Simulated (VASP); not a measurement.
# Ga3SbN2 (P6/mmm) in VASP: a series of runs, part 2 of 2

VASP 6.6.1. The steps go on from the part before.

## 4. Single point, PBE

This run uses another cell than the first one, of 27.76 Å³/atom.

File INCAR:

```
ALGO     = Normal         # electronic algorithm
EDIFF    = 1E-6           # SCF threshold, eV
ENCUT    = 520            # plane-wave cutoff, eV
GGA      = PE             # functional
ISIF     = 2              # what is computed and relaxed
ISMEAR   = 0              # smearing method
LASPH    = T              # aspherical terms in the spheres
LCHARG   = F              # write CHGCAR
LREAL    = F              # projectors in reciprocal space
LWAVE    = F              # write WAVECAR
NBANDS   = 36             # bands
NELM     = 80             # most SCF steps
PREC     = Accurate       # precision mode
SIGMA    = 0.1            # smearing width, eV
```

File KPOINTS:

```
k-points
0
Gamma
  6 6 2
```

File POSCAR:

```
Ga3SbN2
1.0
    5.7568147470      0.0000000000      0.0000000000
   -2.8784073735      4.9855478158      0.0000000000
    0.0000000000      0.0000000000      5.8031290330
Ga Sb N
3 1 2
Direct
    0.5000000000      0.0000000000      0.5000000000
    0.0000000000      0.5000000000      0.5000000000
    0.5000000000      0.5000000000      0.5000000000
    0.0000000000      0.0000000000      0.0000000000
    0.0000000000      0.0000000000      0.3992298439
    0.0000000000      0.0000000000      0.6007701561
```

Potentials or basis: VASP PAW PBE potentials, release 64 (Ga_d, Sb, N).

Launch:

```bash
> cat potpaw_PBE.64/Ga_d/POTCAR potpaw_PBE.64/Sb/POTCAR potpaw_PBE.64/N/POTCAR > POTCAR
> mpirun -np 1 vasp_std > vasp.out
```

OUTCAR:

```text
EDIFF = 1E-6
   ENCUT = 520
   GGA = PE
   ISIF = 2
   ISMEAR = 0
   LASPH = T
   LREAL = F
   NELM = 80
   PREC = Accurate

 ion  position               nearest neighbor table
   1  0.500  0.000  0.500-   2 2.88   3 2.88   3 2.88   2 2.88
   2  0.000  0.500  0.500-   3 2.88   3 2.88   1 2.88   1 2.88
   3  0.500  0.500  0.500-   2 2.88   2 2.88   1 2.88   1 2.88
   4  0.000  0.000  0.000-   5 2.32   6 2.32
   5  0.000  0.000  0.399-   6 1.17   4 2.32
   6  0.000  0.000  0.601-   5 1.17   4 2.32

  LATTYP: Found a hexagonal cell.
 ALAT       =     5.7568147470
 C/A-ratio  =     1.0080451236

  Lattice vectors:

 A1 = (   5.7568147470,   0.0000000000,   0.0000000000)
 A2 = (  -2.8784073735,   4.9855478158,   0.0000000000)
 A3 = (   0.0000000000,   0.0000000000,   5.8031290330)

Analysis of symmetry for initial positions (statically):
=====================================================================
 Subroutine PRICEL returns:
 Original cell was already a primitive cell.

 Routine SETGRP: Setting up the symmetry group for a
 hexagonal supercell.

 Subroutine GETGRP returns: Found 24 space group operations
 (whereof 24 operations were pure point group operations)
 out of a pool of 24 trial point group operations.

The static configuration has the point symmetry D_6h.

Analysis of symmetry for dynamics (positions and initial velocities):
=====================================================================
 Subroutine PRICEL returns:
 Original cell was already a primitive cell.

 Routine SETGRP: Setting up the symmetry group for a
 hexagonal supercell.

 Subroutine GETGRP returns: Found 24 space group operations
 (whereof 24 operations were pure point group operations)
 out of a pool of 24 trial point group operations.

The dynamic configuration has the point symmetry D_6h.

 Subroutine INISYM returns: Found 24 space group operations
 (whereof 24 operations are pure point group operations),
 and found     1 'primitive' translations

----------------------------------------------------------------------------------------

                                     Primitive cell

  volume of cell :     166.5549

  direct lattice vectors                    reciprocal lattice vectors
     5.756814747  0.000000000  0.000000000     0.173707170  0.100289882  0.000000000
    -2.878407373  4.985547816  0.000000000     0.000000000  0.200579763  0.000000000
     0.000000000  0.000000000  5.803129033     0.000000000  0.000000000  0.172320828

  length of vectors
     5.756814747  5.756814747  5.803129033     0.200579763  0.200579763  0.172320828

  position of ions in fractional coordinates (direct lattice)
     0.500000000  0.000000000  0.500000000
     1.000000000  0.500000000  0.500000000
     0.500000000  0.500000000  0.500000000
     0.000000000  0.000000000  0.000000000
     0.000000000  0.000000000  0.399229844
     0.000000000  0.000000000  0.600770156

  ion indices of the primitive-cell ions
   primitive index   ion index
                 1           1
                 2           2
                 3           3
                 4           4
                 5           5
                 6           6

[... 32 lines left out ...]
  0.166667  0.166667  0.000000      6.000000
  0.333333  0.166667  0.000000     12.000000
  0.333333  0.333333  0.000000      2.000000
  0.000000  0.000000  0.500000      1.000000
  0.166667 -0.000000  0.500000      6.000000
  0.333333 -0.000000  0.500000      6.000000
  0.500000 -0.000000  0.500000      3.000000
  0.166667  0.166667  0.500000      6.000000
  0.333333  0.166667  0.500000     12.000000
  0.333333  0.333333  0.500000      2.000000
   k-points           NKPTS =     14   k-points in BZ     NKDIM =     14   number of bands    NBANDS=     36
   number of dos      NEDOS =    301   number of ions     NIONS =      6
   total plane-waves  NPLWV = 110592
   dimension x,y,z NGX =    48 NGY =   48 NGZ =   48
   dimension x,y,z NGXF=    96 NGYF=   96 NGZF=   96
   ions per type =               3   1   2
   NGX,Y,Z   is equivalent  to a cutoff of  13.86, 13.86, 13.75 a.u.
   NGXF,Y,Z  is equivalent  to a cutoff of  27.72, 27.72, 27.50 a.u.
 SYSTEM =  unknown system
   PREC   = accura    normal or accurate (medium, high low for compatibility)
   ISTART =      0    job   : 0-new  1-cont  2-samecut
   ICHARG =      2    charge: 1-file 2-atom 10-const
   ISPIN  =      1    spin polarized calculation?
   LNONCOLLINEAR =      F non collinear calculations
   LSORBIT =      F    spin-orbit coupling
   LASPH  =      T    aspherical Exc in radial PAW
   ENCUT  =  520.0 eV  38.22 Ry    6.18 a.u.  10.70 10.70 10.79*2*pi/ulx,y,z
   NELM   =     80;   NELMIN=  2; NELMDL= -5     # of ELM steps
   EDIFF  = 0.1E-05   stopping-criterion for ELM
   LREAL  =      F    real-space projection
   EDIFFG = 0.1E-04   stopping-criterion for IOM
   NSW    =      0    number of steps for IOM
   IBRION =     -1    ionic relax: 0-MD 1-quasi-New 2-CG
   NFREE  =      0    steps in history (QN), initial steepest desc. (CG)
   ISIF   =      2    stress and relaxation
   ISYM   =      2    0-nonsym 1-usesym 2-fastsym
   POTIM  = 0.5000    time-step for ionic-motion
   TEBEG  =    0.0;   TEEND  =   0.0 temperature during run
   PSTRESS=    0.0 pullay stress
   NELECT =      54.0000    total number of electrons
   NUPDOWN=      -1.0000    fix difference up-down
   EMIN   =  10.00;   EMAX   =-10.00  energy-range for DOS
   EFERMI =   0.00;   METHOD = LEGACY
   ISMEAR =     0;   SIGMA  =   0.10  broadening in eV -4-tet -1-fermi 0-gaus
   EFERMI_NEDOS =   21; number of points for ismear=-14 and -15
   IALGO  =     38    algorithm
   IMIX   =      4    mixing-type and parameters
     AMIX     =   0.40;   BMIX     =  1.00
     AMIX_MAG =   1.60;   BMIX_MAG =  1.00
  volume/ion in A,a.u.               =      27.76       187.33
  Fermi-wavevector in a.u.,A,eV,Ry     =   1.124658  2.125295 17.209391  1.264855
  Thomas-Fermi vector in A             =   2.261331
   LORBIT       =      0    0 simple, 1 ext, 2 COOP (PROOUT), +10 PAW based schemes
   GGA     = PE    functional components
   LHFCALC =     F    Hartree Fock is set to
   AEXX    =    0.0000 exact exchange contribution
   IVDW    =     0    specifies the selected vdW correction
   LEPSILON=     F    determine dielectric tensor
   LRPA    =     F    only Hartree local field effects (RPA)
 non-spin polarized calculation
 Gauss-broadening in eV      SIGMA  =   0.10
  energy-cutoff  :      520.00
  volume of cell :      166.55
 maximum number of plane-waves:      4546
 NGX is ok and might be reduce to    48
   NGX = 21   NGY = 21   NGZ = 21

 number of electron      54.0000003 magnetization

 Free energy of the ion-electron system (eV)
  ---------------------------------------------------
  ext. energy  EPLUGINS =         0.00000000
  ---------------------------------------------------
  free energy    TOTEN  =       -24.63240024 eV

  energy without entropy =      -24.60553864  energy(sigma->0) =      -24.61896944

 E-fermi :   2.1473     XC(G=0):  -8.1662

 val. band max:        2.1060013255   @ k =   0.1667  -0.0000   0.0000
 cond. band min:       2.1494494748   @ k =   0.3333   0.1667   0.0000
 fundamental gap:      0.0434481493
 Fermi energy:         2.1473186747

 k-point     1 :       0.0000    0.0000    0.0000
  band No.  band energies     occupation
      1     -20.9816      2.00000
      2     -13.0336      2.00000
      3     -13.0253      2.00000
      4     -13.0253      2.00000
      5     -12.9451      2.00000
      6     -12.9310      2.00000
[... 535 lines left out ...]
     35       6.1809      0.00000
     36       7.7176      0.00000

------------------------ aborting loop because EDIFF is reached ----------------------------------------

  FORCE on cell =-STRESS in cart. coord.  units (eV):
  Direction    XX          YY          ZZ          XY          YZ          ZX
  --------------------------------------------------------------------------------------
  -------------------------------------------------------------------------------------
  Total        0.0693042      0.0693042      0.4305268     -0.0000000      0.0000000      0.0000000
  in kB        0.6666732      0.6666732      4.1414592     -0.0000000      0.0000000      0.0000000
  external PRESSURE =       1.8249352 kB  Pullay stress =       0.0000000 kB

 VOLUME and BASIS-vectors are now :
 -----------------------------------------------------------------------------
  energy-cutoff  :      520.00
  volume of cell :      166.55
      direct lattice vectors                 reciprocal lattice vectors
     5.756814747  0.000000000  0.000000000     0.173707170  0.100289882  0.000000000
    -2.878407373  4.985547816  0.000000000     0.000000000  0.200579763  0.000000000
     0.000000000  0.000000000  5.803129033     0.000000000  0.000000000  0.172320828

 POSITION                                       TOTAL-FORCE (eV/Angst)
 -----------------------------------------------------------------------------------
      2.87841      0.00000      2.90156         0.000000      0.000000      0.000000
     -1.43920      2.49277      2.90156         0.000000      0.000000      0.000000
      1.43920      2.49277      2.90156         0.000000      0.000000      0.000000
      0.00000      0.00000      0.00000         0.000000      0.000000      0.000000
      0.00000      0.00000      2.31678        -0.000000     -0.000000     -0.668989
      0.00000      0.00000      3.48635        -0.000000      0.000000      0.668989
 -----------------------------------------------------------------------------------
    total drift:                                0.000000     -0.000000     -0.000000

  FREE ENERGIE OF THE ION-ELECTRON SYSTEM (eV)
  ---------------------------------------------------
  free  energy   TOTEN  =       -24.6324002426 eV

  energy  without entropy=      -24.6055386375  energy(sigma->0) =      -24.61896944
```

Wall time 4.3 min (1 thread of AMD EPYC 7R13, shared host); peak memory 0.33 GiB.

Results:

- Free energy: -24.6324 eV
- Pressure: 0.2 GPa
- Largest force: 0.669 eV/Å
- Band gap on the k mesh: zero (bands 27 and 28 overlap by 1.89 eV)

Forces on the atoms (eV/Å):
```
Ga   0.000  0.000  0.000
Ga   0.000  0.000  0.000
Ga   0.000  0.000  0.000
Sb   0.000  0.000  0.000
N    0.000  0.000 -0.669
N    0.000  0.000  0.669
```

Stress tensor (GPa, compression positive):
```
0.07 0.00 0.00
0.00 0.07 0.00
0.00 0.00 0.41
```

Levels at points of the mesh, in eV from the Fermi level:
| k point | band 24 | band 25 | band 26 | band 27 | band 28 | band 29 | band 30 | band 31 |
| --- | --- | --- | --- | --- | --- | --- | --- | --- |
| (0.00, 0.00, 0.00) | -3.13 | -2.37 | -0.35 | -0.10 | -0.10 | 0.49 | 0.49 | 1.74 |
| (0.50, 0.00, 0.00) | -2.83 | -0.75 | -0.57 | -0.41 | 0.11 | 0.24 | 1.34 | 2.39 |
| (0.00, 0.00, 0.50) | -3.08 | -2.34 | -1.18 | -1.18 | -0.55 | 1.31 | 1.31 | 2.34 |
| (0.50, 0.00, 0.50) | -2.76 | -2.35 | -1.45 | -0.55 | 1.01 | 1.94 | 2.26 | 2.34 |

Caveat: the k points lie up to 0.54 Å⁻¹ apart, too coarse for converged energies and pressures of a metal; the standard files for N, O and F lose accuracy on very short bonds; spin-orbit coupling is left out, which moves the levels of the heavy elements.

## 5. Single point, PBE

This run uses another cell than the first one, of 28.04 Å³/atom.

File INCAR:

```
  PREC = Accurate
  ENCUT = 520
  EDIFF = 1E-6
  ISMEAR = 0
  SIGMA = 0.1
  LREAL = F
  LASPH = T
  NELM = 60
  ALGO = Normal
  ISIF = 2
  LWAVE = F
  LCHARG = F
  GGA = PE
  NBANDS = 36
```

File KPOINTS:

```
Automatic mesh
0
Gamma
  6 6 8
```

File POSCAR:

```
Ga3SbN2
1.0
    5.8650343076      0.0000000000      0.0000000000
   -2.9325171538      5.0792687045      0.0000000000
    0.0000000000      0.0000000000      5.6480331325
Ga Sb N
3 1 2
Direct
    0.5000000000      0.0000000000      0.5000000000
    0.0000000000      0.5000000000      0.5000000000
    0.5000000000      0.5000000000      0.5000000000
    0.0000000000      0.0000000000      0.0000000000
    0.0000000000      0.0000000000      0.3959783937
    0.0000000000      0.0000000000      0.6040216063
```

Launch:

```bash
> cat potpaw_PBE.64/Ga_d/POTCAR potpaw_PBE.64/Sb/POTCAR potpaw_PBE.64/N/POTCAR > POTCAR
> mpirun -np 1 vasp_std > vasp.out
```

Wall time 8.8 min (1 thread of AMD EPYC 7R13, shared host); peak memory 0.38 GiB.

Results (log left out):

```yaml
Free_energy: -25.0806 eV
Pressure: 0.1 GPa
Largest_force: 0.585 eV/Å
Band_gap_on_the_k_mesh: zero (bands 27 and 28 overlap by 1.87 eV)
```

Forces on the atoms (eV/Å):
```
Ga   0.000  0.000  0.000
Ga   0.000  0.000  0.000
Ga   0.000  0.000  0.000
Sb   0.000  0.000  0.000
N    0.000  0.000 -0.585
N    0.000  0.000  0.585
```

Stress tensor (GPa, compression positive):
```
0.02 0.00 0.00
0.00 0.02 0.00
0.00 0.00 0.40
```

Levels at points of the mesh, in eV from the Fermi level:
| k point | band 23 | band 24 | band 25 | band 26 | band 27 | band 28 | band 29 | band 30 | band 31 | band 32 |
| --- | --- | --- | --- | --- | --- | --- | --- | --- | --- | --- |
| (0.00, 0.00, 0.00) | -3.37 | -3.37 | -2.34 | -0.37 | -0.37 | -0.34 | 0.33 | 0.33 | 1.57 | 1.57 |
| (0.50, 0.00, 0.00) | -4.04 | -3.10 | -0.78 | -0.68 | -0.57 | -0.13 | 0.11 | 1.33 | 2.18 | 2.39 |
| (0.00, 0.00, 0.50) | -3.31 | -3.31 | -2.29 | -1.56 | -1.56 | -0.70 | 1.10 | 1.10 | 2.34 | 2.34 |
| (0.50, 0.00, 0.50) | -5.51 | -3.02 | -2.60 | -1.80 | -0.64 | 0.78 | 1.70 | 2.25 | 2.34 | 2.50 |

Caveat: the standard files for N, O and F lose accuracy on very short bonds; spin-orbit coupling is left out, which moves the levels of the heavy elements.

## 6. Summary

```csv
cell,k mesh,gap on the mesh (eV),pressure (GPa),largest force (eV/Å)
"a = 4.107, b = 4.107, c = 8.851 Å, angles 90.0, 90.0, 120.0°, 6 atoms, atomic positions A",6 × 6 × 2,none,43.9,12.95
"a = 5.815, b = 5.815, c = 5.680 Å, angles 90.0, 90.0, 120.0°, 6 atoms, atomic positions B",6 × 6 × 4,none,0.1,0.60
"a = 5.757, b = 5.757, c = 5.803 Å, angles 90.0, 90.0, 120.0°, 6 atoms, atomic positions C",6 × 6 × 2,none,0.2,0.67
"a = 5.865, b = 5.865, c = 5.648 Å, angles 90.0, 90.0, 120.0°, 6 atoms, atomic positions B",6 × 6 × 8,none,0.1,0.59
```

Alike in all rows: task single point; level PBE; potentials or basis VASP PAW PBE potentials, release 64 (Ga_d, Sb, N); no spin polarisation; cutoff (eV) 520; smearing gaussian 0.1 eV.

Caveats: some runs use coarse meshes; the standard files for N, O and F lose accuracy on very short bonds; spin-orbit coupling is left out, which moves the levels of the heavy elements; the cell stands under pressure (at least some runs); this functional lacks dispersion, which binds the layers, so the pressure and a relaxed spacing across them are unreliable (at least some runs); forces of over 1 eV/Å act on the atoms, so gaps and moduli don't describe the material at rest (at least some runs).

Absolute energies hang on the potentials; compare differences alone.
